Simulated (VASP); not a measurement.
A run of VASP 6.6.1 is set up as follows.

POSCAR

```
Zn
1.0
   -1.5690370000      1.5690370000      1.5690370000
    1.5690370000     -1.5690370000      1.5690370000
    1.5690370000      1.5690370000     -1.5690370000
Zn
1
Direct
    0.0000000000      0.0000000000      0.0000000000
```

INCAR.step1

```
ALGO = Normal
EDIFF = 1E-5
ENCUT = 600
GGA = PE
ISMEAR = -1
LASPH = True
LCHARG = False
LREAL = False
LWAVE = True
NBANDS = 12
NELM = 80
PREC = Accurate
SIGMA = 0.05
```

Contents of INCAR.step2:

```
AEXX = 1.0
AGGAC = 0.0
ALDAC = 0.0
ALGO = Normal
EDIFF = 1E-6
EDIFFG = -0.01
ENCUT = 600
GGA = PE
IBRION = 2
ISIF = 3
ISMEAR = -1
ISTART = 1
LASPH = True
LCHARG = False
LHFCALC = True
LREAL = False
LWAVE = False
NELM = 80
NSW = 60
PREC = Accurate
PRECFOCK = Normal
SIGMA = 0.05
```

The input KPOINTS:

```
k-points
0
Gamma
  6 6 6
```

Potentials or basis: VASP PAW PBE potentials, release 64 (Zn).

Run with:

```bash
$ cat potpaw_PBE.64/Zn/POTCAR > POTCAR
$ cp INCAR.step1 INCAR
$ mpirun -np 1 vasp_std > vasp.out
$ cp INCAR.step2 INCAR
$ mpirun -np 1 vasp_std > vasp.out
```

**Question.** Estimate the relaxed volume.

**Answer.** 18.39 Å³/atom.

**Question.** Predict the space group after relaxing (to 0.05 Å).

**Answer.** Im-3m (No. 229).

**Question.** Predict the band gap on the k mesh.

**Answer.** Zero (band 6 reaches 10.93 eV, above the bottom of band 7 at 0.61 eV).

**Question.** What does it give for the relaxed cell?

**Answer.** a = 2.880 Å, b = 2.880 Å, c = 2.880 Å, α = 109.47°, β = 109.47°, γ = 109.47°.

Final structure:
```
CELL_PARAMETERS angstrom
-1.66290 1.66290 1.66290
1.66290 -1.66290 1.66290
1.66290 1.66290 -1.66290
ATOMIC_POSITIONS crystal
Zn 0.00000 0.00000 0.00000
```

Caveat: the k points lie up to 0.45 Å⁻¹ apart in the final cell; the volume moved by over 15 % at a fixed basis, so the end points are rough; the PAW data sets were made with another functional, which shifts forces and pressure a little.
